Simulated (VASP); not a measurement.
A run of VASP 6.6.1 is set up as follows.

INCAR

```
  ALGO = Normal
  EDIFF = 1E-6
  ENCUT = 520
  GGA = PS
  ISIF = 2
  ISMEAR = -1
  ISYM = 0
  LASPH = True
  LCHARG = True
  LELF = True
  LREAL = False
  LVHAR = True
  LWAVE = False
  NBANDS = 8
  NELM = 100
  PREC = Accurate
  SIGMA = 0.03
```

Contents of KPOINTS:

```
k-points
0
Gamma
  13 13 15
```

File POSCAR:

```
Sb
1.0
   -1.4742770936      1.4742770936      2.4293735496
    1.4742770936     -1.4742770936      2.4293735496
    1.4742770936      1.4742770936     -2.4293735496
Sb
1
Direct
    0.0000000000      0.0000000000      0.0000000000
```

Potentials or basis: VASP PAW PBE potentials, release 64 (Sb).

Run with:

```sh
$ cat potpaw_PBE.64/Sb/POTCAR > POTCAR
$ mpirun -np 1 vasp_std > vasp.out
```

Q: What does it give for the band gap on the k mesh?

A: Zero (an odd number of electrons rules out a gap without spin polarisation).

Q: Predict the pressure.

A: 24.7 GPa.

Stress tensor (GPa, compression positive):
```
26.04  0.23 -0.37
 0.23 26.04 -0.37
-0.37 -0.37 22.01
```

Caveat: the cell stands under pressure; the PAW data sets were made with another functional, which shifts forces and pressure a little; spin-orbit coupling is left out, which moves the levels of the heavy elements; an odd number of electrons without spin polarisation forces a metal; a magnetic or distorted state may lie lower.
